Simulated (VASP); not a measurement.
Input of a VASP 6.6.1 run:

INCAR

```
PREC = Accurate ; ENCUT = 600
EDIFF = 1E-6 ; ISMEAR = 0
SIGMA = 0.1 ; LREAL = F
LASPH = T ; NELM = 100
ALGO = Fast ; ISIF = 3
LWAVE = F ; LCHARG = F
GGA = PE ; IBRION = 2
NSW = 100 ; EDIFFG = -0.01
```

KPOINTS

```
Automatic mesh
0
Gamma
  12 12 18
```

File POSCAR:

```
CuRu2
1.0
    4.2894090048      0.0000000000      0.0000000000
   -2.1447045024      3.7147371654      0.0000000000
    0.0000000000      0.0000000000      2.5921112962
Cu Ru
1 2
Direct
    0.0000000000      0.0000000000      0.0000000000
    0.3333333333      0.6666666667      0.5000000000
    0.6666666667      0.3333333333      0.5000000000
```

Potentials or basis: VASP PAW PBE potentials, release 64 (Cu, Ru_pv).

Launch:

```bash
$ cat potpaw_PBE.64/Cu/POTCAR potpaw_PBE.64/Ru_pv/POTCAR > POTCAR
$ mpirun -np 1 vasp_std > vasp.out
```

Question: What does it give for the band gap on the k mesh?

Answer: Zero (an odd number of electrons rules out a gap without spin polarisation).

Question: What does it give for the space group after relaxing (to 0.1 Å)?

Answer: P6/mmm (No. 191).

Question: Estimate the relaxed volume.

Answer: 13.77 Å³/atom.

Question: What does it give for the relaxed cell?

Answer: a = 4.298 Å, b = 4.298 Å, c = 2.584 Å, α = 90.00°, β = 90.00°, γ = 120.00°.

The path:
| step | energy change (eV) | largest force (eV/Å) | pressure (GPa) | volume (Å³) |
| --- | --- | --- | --- | --- |
| 1 | 0.0000 | 0.0000 | 8.90 | 41.30 |
| 2 | 0.3083 | 0.0000 | -18.78 | 46.05 |
| 3 | 0.0091 | 0.0000 | -3.69 | 42.07 |
| 4 | 0.0046 | 0.0000 | -2.19 | 41.84 |
| 5 | 0.0016 | 0.0000 | -0.75 | 41.58 |
| 6 | 0.0010 | 0.0000 | -0.45 | 41.47 |
| 7 | 0.0007 | 0.0000 | -0.03 | 41.39 |
| 8 | 0.0003 | 0.0000 | -0.24 | 41.39 |
| 9 | 0.0004 | 0.0000 | -0.28 | 41.39 |
| 10 | 0.0003 | 0.0000 | -0.28 | 41.39 |
| 11 | 0.0003 | 0.0000 | -0.26 | 41.39 |
| 12 | 0.0003 | 0.0000 | 0.34 | 41.28 |
| 13 | 0.0002 | 0.0000 | -0.18 | 41.34 |
| 14 | 0.0003 | 0.0000 | 0.09 | 41.32 |
| 15 | 0.0002 | 0.0000 | 0.18 | 41.33 |
| 16 | 0.0002 | 0.0000 | 0.14 | 41.33 |
| 17 | 0.0002 | 0.0000 | 0.28 | 41.34 |
| 18 | 0.0002 | 0.0000 | -0.20 | 41.34 |
| 19 | 0.0003 | 0.0000 | 0.43 | 41.28 |
| 20 | 0.0002 | 0.0000 | 0.01 | 41.32 |
